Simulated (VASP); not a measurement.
A run of VASP 6.6.1 is set up as follows.

File INCAR:

```
SYSTEM = Ta3N
PREC = Accurate
ENCUT = 520
EDIFF = 1E-6
ISMEAR = 0
SIGMA = 0.15
LREAL = .FALSE.
LASPH = .TRUE.
NELM = 100
ALGO = Normal
ISIF = 2
LWAVE = .FALSE.
LCHARG = .TRUE.
GGA = PS
LELF = .TRUE.
LVHAR = .TRUE.
NBANDS = 27
```

The input KPOINTS:

```
regular mesh
0
G
  18 18 8
  0 0 0
```

The input POSCAR:

```
Ta3N
1.0
    2.7604642176      0.0000000000      0.0000000000
   -1.3802321088      2.3906321387      0.0000000000
    0.0000000000      0.0000000000      8.0459191266
Ta N
3 1
Direct
    0.0000000000      0.0000000000      0.5000000000
    0.3333333333      0.6666666667      0.1725859884
    0.6666666667      0.3333333333      0.8274140116
    0.0000000000      0.0000000000      0.0000000000
```

Potentials or basis: VASP PAW PBE potentials, release 64 (Ta_pv, N).

Run with:

```sh
$ cat potpaw_PBE.64/Ta_pv/POTCAR potpaw_PBE.64/N/POTCAR > POTCAR
$ mpirun -np 1 vasp_std > vasp.out
```

Task: What does it give for the largest force?

Result: 1.604 eV/Å.

Task: What does it give for the band gap on the k mesh?

Result: Zero (bands 19 and 20 overlap by 1.03 eV).

Task: Predict the pressure.

Result: 31.4 GPa.

Forces on the atoms (eV/Å):
```
Ta   0.000  0.000  0.000
Ta   0.000  0.000  1.604
Ta   0.000  0.000 -1.604
N    0.000  0.000  0.000
```

Caveat: the cell differs from its parent crystal (strain -0.080 along x and y, +0.080 along z); the stress differs along the axes, from 5 to 44 GPa; the PAW data sets were made with another functional, which shifts forces and pressure a little; spin-orbit coupling is left out, which moves the levels of the heavy elements.
